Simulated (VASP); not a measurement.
# TaN in VASP: notebook

Runs on TaN. Level: PBEsol. Tasks: single point.

Program: VASP 6.6.1. These are calculated values, not measurements. Logs are shortened: lines on timing, memory, paths and dates and some standing lists are left out, and cuts for length are marked.

## (1) The cell of the first run

Symmetry: I4/mmm, No. 139, tetragonal system. Conventional cell: a = 3.140 Å, b = 3.140 Å, c = 4.376 Å, α = 90.00°, β = 90.00°, γ = 90.00°. Within 2.9 Å of Ta (site symmetry 4/mmm) lie 6 N at 2.19 to 2.22 Å. Within 2.9 Å of N (site symmetry 4/mmm) lie 6 Ta at 2.19 to 2.22 Å.

## (2) Single point, PBEsol (strain +0.015 along x and y, +0.000 along z)

File INCAR:

```
PREC = Accurate ; ENCUT = 520
EDIFF = 1E-6 ; ISMEAR = 0
SIGMA = 0.15 ; LREAL = F
LASPH = T ; NELM = 80
ALGO = Normal ; ISIF = 2
LWAVE = F ; LCHARG = F
GGA = PS ; NBANDS = 15
```

File KPOINTS:

```
regular mesh
0
Gamma
  24 24 24
```

File POSCAR:

```
TaN
1.0
    0.0000000000      2.2206623742      2.1878447036
    2.2206623742      0.0000000000      2.1878447036
    2.2206623742      2.2206623742      0.0000000000
Ta N
1 1
Direct
    0.5000000000      0.5000000000      0.5000000000
    0.0000000000      0.0000000000      0.0000000000
```

Potentials or basis: VASP PAW PBE potentials, release 64 (Ta_pv, N).

Command:

```bash
$ cat potpaw_PBE.64/Ta_pv/POTCAR potpaw_PBE.64/N/POTCAR > POTCAR
$ mpirun -np 1 vasp_std > vasp.out
```

OUTCAR:

```text
PREC = Accurate
   ENCUT = 520
   EDIFF = 1E-6
   ISMEAR = 0
   LREAL = F
   LASPH = T
   NELM = 80
   ISIF = 2
   GGA = PS

 ion  position               nearest neighbor table
   1  0.500  0.500  0.500-   2 2.19   2 2.19   2 2.22   2 2.22   2 2.22   2 2.22
   2  0.000  0.000  0.000-   1 2.19   1 2.19   1 2.22   1 2.22   1 2.22   1 2.22

  LATTYP: Found a body centered tetragonal cell.
 ALAT       =     3.1404908470
 C/A-ratio  =     1.3933138545

  Lattice vectors:

 A1 = (   0.0000000000,  -2.2206623742,  -2.1878447036)
 A2 = (   0.0000000000,   2.2206623742,  -2.1878447036)
 A3 = (   2.2206623742,   0.0000000000,   2.1878447036)

Analysis of symmetry for initial positions (statically):
=====================================================================
 Subroutine PRICEL returns:
 Original cell was already a primitive cell.

 Routine SETGRP: Setting up the symmetry group for a
 body centered tetragonal supercell.

 Subroutine GETGRP returns: Found 16 space group operations
 (whereof 16 operations were pure point group operations)
 out of a pool of 16 trial point group operations.

The static configuration has the point symmetry D_4h.

Analysis of symmetry for dynamics (positions and initial velocities):
=====================================================================
 Subroutine PRICEL returns:
 Original cell was already a primitive cell.

 Routine SETGRP: Setting up the symmetry group for a
 body centered tetragonal supercell.

 Subroutine GETGRP returns: Found 16 space group operations
 (whereof 16 operations were pure point group operations)
 out of a pool of 16 trial point group operations.

The dynamic configuration has the point symmetry D_4h.

 Subroutine INISYM returns: Found 16 space group operations
 (whereof 16 operations are pure point group operations),
 and found     1 'primitive' translations

----------------------------------------------------------------------------------------

                                     Primitive cell

  volume of cell :      21.5780

  direct lattice vectors                    reciprocal lattice vectors
     0.000000000  2.220662374  2.187844704    -0.225158046  0.225158046  0.228535416
     2.220662374  0.000000000  2.187844704     0.225158046 -0.225158046  0.228535416
     2.220662374  2.220662374  0.000000000     0.225158046  0.225158046 -0.228535416

  length of vectors
     3.117371622  3.117371622  3.140490847     0.391944802  0.391944802  0.391944802

  position of ions in fractional coordinates (direct lattice)
     0.500000000  0.500000000  0.500000000
     0.000000000  0.000000000  0.000000000

  ion indices of the primitive-cell ions
   primitive index   ion index
                 1           1
                 2           2

----------------------------------------------------------------------------------------

 KPOINTS: regular mesh

Automatic generation of k-mesh.
 Grid dimensions read from file:
 generate k-points for:   24   24   24

 Generating k-lattice:

  Cartesian coordinates                     Fractional coordinates (reciprocal lattice)
    -0.009381585  0.009381585  0.009522309     0.041666667  0.000000000  0.000000000
     0.009381585 -0.009381585  0.009522309     0.000000000  0.041666667  0.000000000
     0.009381585  0.009381585 -0.009522309     0.000000000  0.000000000  0.041666667

  Length of vectors
     0.016331033  0.016331033  0.016331033

  Shift w.r.t. Gamma in fractional coordinates (k-lattice)
     0.000000000  0.000000000  0.000000000

 Subroutine IBZKPT returns following result:
 ===========================================

 Found   1063 irreducible k-points:

 Following reciprocal coordinates:
            Coordinates               Weight
  0.000000  0.000000  0.000000      1.000000
  0.041667  0.000000  0.000000      8.000000
  0.083333  0.000000  0.000000      8.000000
  0.125000  0.000000  0.000000      8.000000
  0.166667  0.000000  0.000000      8.000000
  0.208333 -0.000000  0.000000      8.000000
[... 16 lines left out ...]
  0.416667  0.041667  0.000000      8.000000
  0.458333  0.041667  0.000000      8.000000
 [... further k-points ...]
   k-points           NKPTS =   1063   k-points in BZ     NKDIM =   1063   number of bands    NBANDS=     15
   number of dos      NEDOS =    301   number of ions     NIONS =      2
   total plane-waves  NPLWV =  13824
   dimension x,y,z NGX =    24 NGY =   24 NGZ =   24
   dimension x,y,z NGXF=    48 NGYF=   48 NGZF=   48
   ions per type =               1   1
   NGX,Y,Z   is equivalent  to a cutoff of  12.80, 12.80, 12.70 a.u.
   NGXF,Y,Z  is equivalent  to a cutoff of  25.60, 25.60, 25.41 a.u.
 SYSTEM =  unknown system
   PREC   = accura    normal or accurate (medium, high low for compatibility)
   ISTART =      0    job   : 0-new  1-cont  2-samecut
   ICHARG =      2    charge: 1-file 2-atom 10-const
   ISPIN  =      1    spin polarized calculation?
   LNONCOLLINEAR =      F non collinear calculations
   LSORBIT =      F    spin-orbit coupling
   LASPH  =      T    aspherical Exc in radial PAW
   ENCUT  =  520.0 eV  38.22 Ry    6.18 a.u.   5.80  5.80  5.84*2*pi/ulx,y,z
   NELM   =     80;   NELMIN=  2; NELMDL= -5     # of ELM steps
   EDIFF  = 0.1E-05   stopping-criterion for ELM
   LREAL  =      F    real-space projection
   EDIFFG = 0.1E-04   stopping-criterion for IOM
   NSW    =      0    number of steps for IOM
   IBRION =     -1    ionic relax: 0-MD 1-quasi-New 2-CG
   NFREE  =      0    steps in history (QN), initial steepest desc. (CG)
   ISIF   =      2    stress and relaxation
   ISYM   =      2    0-nonsym 1-usesym 2-fastsym
   POTIM  = 0.5000    time-step for ionic-motion
   TEBEG  =    0.0;   TEEND  =   0.0 temperature during run
   PSTRESS=    0.0 pullay stress
   NELECT =      16.0000    total number of electrons
   NUPDOWN=      -1.0000    fix difference up-down
   EMIN   =  10.00;   EMAX   =-10.00  energy-range for DOS
   EFERMI =   0.00;   METHOD = LEGACY
   ISMEAR =     0;   SIGMA  =   0.15  broadening in eV -4-tet -1-fermi 0-gaus
   EFERMI_NEDOS =   21; number of points for ismear=-14 and -15
   IALGO  =     38    algorithm
   IMIX   =      4    mixing-type and parameters
     AMIX     =   0.40;   BMIX     =  1.00
     AMIX_MAG =   1.60;   BMIX_MAG =  1.00
  volume/ion in A,a.u.               =      10.79        72.81
  Fermi-wavevector in a.u.,A,eV,Ry     =   1.481759  2.800119 29.873093  2.195610
  Thomas-Fermi vector in A             =   2.595630
   LORBIT       =      0    0 simple, 1 ext, 2 COOP (PROOUT), +10 PAW based schemes
   GGA     = PS    functional components
   LHFCALC =     F    Hartree Fock is set to
   AEXX    =    0.0000 exact exchange contribution
   IVDW    =     0    specifies the selected vdW correction
   LEPSILON=     F    determine dielectric tensor
   LRPA    =     F    only Hartree local field effects (RPA)
 non-spin polarized calculation
 Gauss-broadening in eV      SIGMA  =   0.15
  energy-cutoff  :      520.00
  volume of cell :       21.58
 maximum number of plane-waves:       594
   NGX = 11   NGY = 11   NGZ = 11

 number of electron      16.0000003 magnetization

 Free energy of the ion-electron system (eV)
  ---------------------------------------------------
  ext. energy  EPLUGINS =         0.00000000
  ---------------------------------------------------
  free energy    TOTEN  =       -23.19480103 eV

  energy without entropy =      -23.18459982  energy(sigma->0) =      -23.18970043

 E-fermi :   9.2073     XC(G=0): -13.5083

 val. band max:        9.2071621929   @ k =  -0.4167   0.0000   0.2083
 cond. band min:       9.2111742448   @ k =   0.2083   0.0000   0.1250
 fundamental gap:      0.0040120519
 Fermi energy:         9.2072940013

 k-point     1 :       0.0000    0.0000    0.0000
  band No.  band energies     occupation
      1     -26.5263      2.00000
      2     -26.5263      2.00000
      3     -26.5186      2.00000
      4      -9.4754      2.00000
      5       5.4375      2.00000
      6       5.4375      2.00000
      7       5.5015      2.00000
      8       7.0647      2.00000
      9       7.0647      2.00000
     10       7.2417      2.00000
     11       9.1298      1.53517
     12       9.2764      0.51474
     13      10.6909      0.00000
     14      18.5829      0.00000
     15      21.5389      0.00000

 k-point     2 :       0.0417    0.0000    0.0000
  band No.  band energies     occupation
      1     -26.5394      2.00000
      2     -26.5278      2.00000
      3     -26.5217      2.00000
      4      -9.4336      2.00000
      5       5.2007      2.00000
      6       5.2724      2.00000
      7       5.3264      2.00000
      8       7.1436      2.00000
      9       7.1712      2.00000
     10       7.3244      2.00000
     11       9.3085      0.34007
     12       9.4579      0.01813
     13      10.8259      0.00000
     14      18.7133      0.00000
     15      21.5388      0.00000

 k-point     3 :       0.0833    0.0000    0.0000
  band No.  band energies     occupation
      1     -26.5826      2.00000
      2     -26.5324      2.00000
      3     -26.5258      2.00000
      4      -9.3103      2.00000
      5       4.6233      2.00000
      6       4.8766      2.00000
      7       4.9297      2.00000
      8       7.3363      2.00000
      9       7.3822      2.00000
     10       7.5120      2.00000
     11       9.7863      0.00000
     12       9.9426      0.00000
     13      11.2003      0.00000
     14      19.0913      0.00000
     15      21.5385      0.00000
[... 343 lines left out ...]
 k-point    23 :       0.4167    0.0417    0.0000
  band No.  band energies     occupation
      1     -27.2665      2.00000
      2     -26.6162      2.00000
      3     -26.5887      2.00000
      4      -6.8549      2.00000
      5      -0.5374      2.00000
      6       1.8897      2.00000
      7       2.0032      2.00000
      8       9.7641      0.00000
      9      10.7284      0.00000
     10      10.8333      0.00000
     11      13.7956      0.00000
     12      15.3418      0.00000
     13      16.3368      0.00000
     14      20.5912      0.00000
     15      21.5828      0.00000

 k-point    24 :       0.4583    0.0417    0.0000
  band No.  band energies     occupation
      1     -27.3112      2.00000
      2     -26.6191      2.00000
      3     -26.5956      2.00000
      4      -6.6291      2.00000
      5      -0.8564      2.00000
      6       1.7849      2.00000
      7       1.8489      2.00000
      8      10.2900      0.00000
      9      11.0814      0.00000
     10      11.0871      0.00000
     11      13.4545      0.00000
     12      15.9281      0.00000
     13      16.6768      0.00000
     14      20.4969      0.00000
     15      21.5497      0.00000

 [... further k-points ...]

------------------------ aborting loop because EDIFF is reached ----------------------------------------

  FORCE on cell =-STRESS in cart. coord.  units (eV):
  Direction    XX          YY          ZZ          XY          YZ          ZX
  --------------------------------------------------------------------------------------
  -------------------------------------------------------------------------------------
  Total       -1.5739068     -1.5739068     -0.4501752      0.0000000     -0.0000000      0.0000000
  in kB     -116.8632677   -116.8632677    -33.4257036      0.0000000     -0.0000000      0.0000000
  external PRESSURE =     -89.0507463 kB  Pullay stress =       0.0000000 kB

 VOLUME and BASIS-vectors are now :
 -----------------------------------------------------------------------------
  energy-cutoff  :      520.00
  volume of cell :       21.58
      direct lattice vectors                 reciprocal lattice vectors
     0.000000000  2.220662374  2.187844704    -0.225158046  0.225158046  0.228535416
     2.220662374  0.000000000  2.187844704     0.225158046 -0.225158046  0.228535416
     2.220662374  2.220662374  0.000000000     0.225158046  0.225158046 -0.228535416

 POSITION                                       TOTAL-FORCE (eV/Angst)
 -----------------------------------------------------------------------------------
      2.22066      2.22066      2.18784        -0.000000      0.000000      0.000000
      0.00000      0.00000      0.00000         0.000000     -0.000000     -0.000000
 -----------------------------------------------------------------------------------
    total drift:                                0.000000     -0.000000     -0.000000

  FREE ENERGIE OF THE ION-ELECTRON SYSTEM (eV)
  ---------------------------------------------------
  free  energy   TOTEN  =       -23.1948010325 eV

  energy  without entropy=      -23.1845998178  energy(sigma->0) =      -23.18970043
```

Wall time 89 s (1 thread of Intel Xeon 6975P-C (Granite Rapids), shared host); peak memory 0.43 GiB.

Results:

```yaml
Free_energy: -23.1948 eV
Pressure: -8.9 GPa
Band_gap_on_the_k_mesh: zero (bands 8 and 9 overlap by 3.94 eV)
```

Levels at points of the mesh, in eV from the Fermi level:
| k point | band 4 | band 5 | band 6 | band 7 | band 8 | band 9 | band 10 | band 11 | band 12 | band 13 |
| --- | --- | --- | --- | --- | --- | --- | --- | --- | --- | --- |
| (0.00, 0.00, 0.00) | -18.68 | -3.77 | -3.77 | -3.71 | -2.14 | -2.14 | -1.97 | -0.08 | 0.07 | 1.48 |
| (0.50, 0.00, 0.00) | -15.69 | -10.28 | -7.48 | -7.47 | 1.80 | 1.92 | 1.98 | 3.76 | 7.22 | 7.57 |
| (0.50, 0.50, 0.00) | -17.40 | -6.49 | -5.41 | -4.63 | -4.63 | 2.06 | 3.48 | 3.48 | 4.43 | 6.64 |
| (0.50, 0.00, 0.50) | -17.42 | -6.65 | -5.38 | -4.58 | -4.52 | 2.02 | 3.38 | 3.57 | 4.41 | 6.54 |

Caveat: the cell differs from its parent crystal (strain +0.015 along x and y, +0.000 along z); the stress differs along the axes, from -12 to -3 GPa; the PAW data sets were made with another functional, which shifts forces and pressure a little; spin-orbit coupling is left out, which moves the levels of the heavy elements.

## (3) Single point, PBEsol (strain +0.030 along x and y, +0.000 along z)

File INCAR:

```
  PREC = Accurate
  ENCUT = 520
  EDIFF = 1E-6
  ISMEAR = 0
  SIGMA = 0.15
  LREAL = False
  LASPH = True
  NELM = 80
  ALGO = Normal
  ISIF = 2
  LWAVE = False
  LCHARG = True
  GGA = PS
  LELF = True
  LVHAR = True
  NBANDS = 15
```

KPOINTS is that of step 2.

File POSCAR:

```
TaN
1.0
    0.0000000000      2.2534800447      2.1878447036
    2.2534800447      0.0000000000      2.1878447036
    2.2534800447      2.2534800447      0.0000000000
Ta N
1 1
Direct
    0.5000000000      0.5000000000      0.5000000000
    0.0000000000      0.0000000000      0.0000000000
```

Potentials or basis: VASP PAW PBE potentials, release 64 (Ta_pv, N).

Command:

```bash
$ cat potpaw_PBE.64/Ta_pv/POTCAR potpaw_PBE.64/N/POTCAR > POTCAR
$ mpirun -np 1 vasp_std > vasp.out
```

It took 96 s on 1 thread of Intel Xeon 6975P-C (Granite Rapids), shared host; peak memory 0.43 GiB.

It converged, with:

| Item | Value |
| --- | --- |
| Free energy | -23.1270 eV |
| Pressure | -17.1 GPa |
| Band gap on the k mesh | zero (bands 8 and 9 overlap by 3.76 eV) |

Stress tensor (GPa, compression positive):
```
-22.00   0.00   0.00
  0.00 -22.00   0.00
  0.00   0.00  -7.32
```

Levels at points of the mesh, in eV from the Fermi level:
| k point | band 6 | band 7 | band 8 | band 9 | band 10 | band 11 |
| --- | --- | --- | --- | --- | --- | --- |
| (0.00, 0.00, 0.00) | -3.70 | -3.59 | -2.11 | -2.11 | -1.77 | -0.17 |
| (0.50, 0.00, 0.00) | -7.27 | -7.27 | 1.65 | 1.90 | 1.92 | 3.66 |
| (0.50, 0.50, 0.00) | -5.23 | -4.60 | -4.60 | 1.98 | 3.33 | 3.33 |
| (0.50, 0.00, 0.50) | -5.17 | -4.50 | -4.40 | 1.88 | 3.14 | 3.49 |

Caveat: the cell differs from its parent crystal (strain +0.030 along x and y, +0.000 along z); the stress differs along the axes, from -22 to -7 GPa; the PAW data sets were made with another functional, which shifts forces and pressure a little; spin-orbit coupling is left out, which moves the levels of the heavy elements.

## (4) Single point, PBEsol (strain +0.015 along x and y, +0.030 along z)

File INCAR:

```
SYSTEM = TaN
ALGO     = Normal         ! electronic algorithm
EDIFF    = 1E-6           ! SCF threshold, eV
ENCUT    = 520            ! plane-wave cutoff, eV
GGA      = PS             ! functional
ISIF     = 2              ! what is computed and relaxed
ISMEAR   = 0              ! smearing method
LASPH    = .TRUE.         ! aspherical terms in the spheres
LCHARG   = .FALSE.        ! write CHGCAR
LREAL    = .FALSE.        ! projectors in reciprocal space
LWAVE    = .FALSE.        ! write WAVECAR
NBANDS   = 15             ! bands
NELM     = 60             ! most SCF steps
PREC     = Accurate       ! precision mode
SIGMA    = 0.15           ! smearing width, eV
```

File KPOINTS:

```
k-points
0
G
  24 24 24
  0 0 0
```

File POSCAR:

```
TaN
1.0
    0.0000000000      2.2206623742      2.2534800447
    2.2206623742      0.0000000000      2.2534800447
    2.2206623742      2.2206623742      0.0000000000
Ta N
1 1
Direct
    0.5000000000      0.5000000000      0.5000000000
    0.0000000000      0.0000000000      0.0000000000
```

Command:

```bash
$ cat potpaw_PBE.64/Ta_pv/POTCAR potpaw_PBE.64/N/POTCAR > POTCAR
$ mpirun -np 1 vasp_std > vasp.out
```

It took 91 s on 1 thread of Intel Xeon 6975P-C (Granite Rapids), shared host; peak memory 0.44 GiB.

The run converged. Its results:

```
Free energy            : -23.1415 eV
Pressure               : -17.7 GPa
Band gap on the k mesh : zero (bands 8 and 9 overlap by 3.67 eV)
```

Stress tensor (GPa, compression positive):
```
-15.46   0.00   0.00
  0.00 -15.46   0.00
  0.00   0.00 -22.03
```

Levels at points of the mesh, in eV from the Fermi level:
| k point | band 6 | band 7 | band 8 | band 9 | band 10 | band 11 |
| --- | --- | --- | --- | --- | --- | --- |
| (0.00, 0.00, 0.00) | -3.64 | -3.64 | -2.11 | -1.94 | -1.94 | -0.13 |
| (0.50, 0.00, 0.00) | -7.26 | -7.26 | 1.73 | 1.81 | 1.90 | 3.66 |
| (0.50, 0.50, 0.00) | -5.18 | -4.45 | -4.45 | 1.95 | 3.32 | 3.32 |
| (0.50, 0.00, 0.50) | -5.20 | -4.54 | -4.50 | 1.94 | 3.23 | 3.42 |

Caveat: the cell differs from its parent crystal (strain +0.015 along x and y, +0.030 along z); the stress differs along the axes, from -22 to -15 GPa; the PAW data sets were made with another functional, which shifts forces and pressure a little; spin-orbit coupling is left out, which moves the levels of the heavy elements.

## (5) Single point, PBEsol (strain +0.030 along x and y, +0.030 along z)

File INCAR:

```
PREC = Accurate
ENCUT = 520
EDIFF = 1E-7
ISMEAR = 0
SIGMA = 0.15
LREAL = F
LASPH = T
NELM = 60
ALGO = Normal
ISIF = 2
LWAVE = F
LCHARG = F
GGA = PS
NBANDS = 15
```

File KPOINTS:

```
Automatic mesh
0
Gamma
  24 24 24
```

File POSCAR:

```
TaN
1.0
    0.0000000000      2.2534800447      2.2534800447
    2.2534800447      0.0000000000      2.2534800447
    2.2534800447      2.2534800447      0.0000000000
Ta N
1 1
Direct
    0.5000000000      0.5000000000      0.5000000000
    0.0000000000      0.0000000000      0.0000000000
```

Command:

```bash
$ cat potpaw_PBE.64/Ta_pv/POTCAR potpaw_PBE.64/N/POTCAR > POTCAR
$ mpirun -np 1 vasp_std > vasp.out
```

Run time: 2.8 min. Hardware: 1 thread of Intel Xeon 8259CL, shared host; peak memory 0.26 GiB.

The run converged. Its results:

```yaml
Free_energy: -23.0570 eV
Pressure: -25.3 GPa
Band_gap_on_the_k_mesh: zero (bands 8 and 9 overlap by 3.62 eV)
```

Levels at points of the mesh, in eV from the Fermi level:
| k point | band 6 | band 7 | band 8 | band 9 | band 10 | band 11 |
| --- | --- | --- | --- | --- | --- | --- |
| (0.00, 0.00, 0.00) | -3.57 | -3.57 | -1.92 | -1.92 | -1.92 | 0.02 |
| (0.50, 0.00, 0.00) | -7.05 | -7.05 | 1.69 | 1.69 | 1.79 | 3.58 |
| (0.50, 0.50, 0.00) | -5.00 | -4.42 | -4.42 | 1.87 | 3.17 | 3.17 |

Caveat: the cell differs from its parent crystal (strain +0.030 along x and y, +0.030 along z); the cell stands under tension; the PAW data sets were made with another functional, which shifts forces and pressure a little; spin-orbit coupling is left out, which moves the levels of the heavy elements.

(Continued in part 2 of 2.)
